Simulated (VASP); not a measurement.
Here is a VASP 6.6.1 calculation.

File INCAR:

```
PREC     = Accurate       # precision mode
ENCUT    = 600            # plane-wave cutoff, eV
EDIFF    = 1E-6           # SCF threshold, eV
ISMEAR   = 0              # smearing method
SIGMA    = 0.1            # smearing width, eV
LREAL    = F              # projectors in reciprocal space
LASPH    = T              # aspherical terms in the spheres
NELM     = 120            # most SCF steps
ALGO     = Normal         # electronic algorithm
ISIF     = 2              # what is computed and relaxed
LWAVE    = F              # write WAVECAR
LCHARG   = F              # write CHGCAR
GGA      = PS             # functional
NBANDS   = 16             # bands
GGA_COMPAT= F
```

The input KPOINTS:

```
Automatic mesh
0
Gamma
  6 6 4
```

POSCAR

```
AlN
1.0
    3.1056969700      0.0000000000      0.0000000000
   -1.5528484900      2.6896124800      0.0000000000
    0.0000000000      0.0000000000      5.0044531200
Al N
2 2
Direct
    0.3333333300      0.6666666700      0.0000000000
    0.6666666700      0.3333333300      0.5000000000
    0.3333333300      0.6666666700      0.3750000000
    0.6666666700      0.3333333300      0.8750000000
```

Potentials or basis: VASP PAW PBE potentials, release 64 (Al, N).

Launch:

```bash
$ cat potpaw_PBE.64/Al/POTCAR potpaw_PBE.64/N/POTCAR > POTCAR
$ mpirun -np 1 vasp_std > vasp.out
```

(1) Predict the largest force.

(2) Predict the pressure.

(3) Predict the band gap on the k mesh.

Answers

(1) 0.392 eV/Å.

(2) 0.2 GPa.

(3) 4.24 eV, direct.

Caveat: the PAW data sets were made with another functional, which shifts forces and pressure a little.
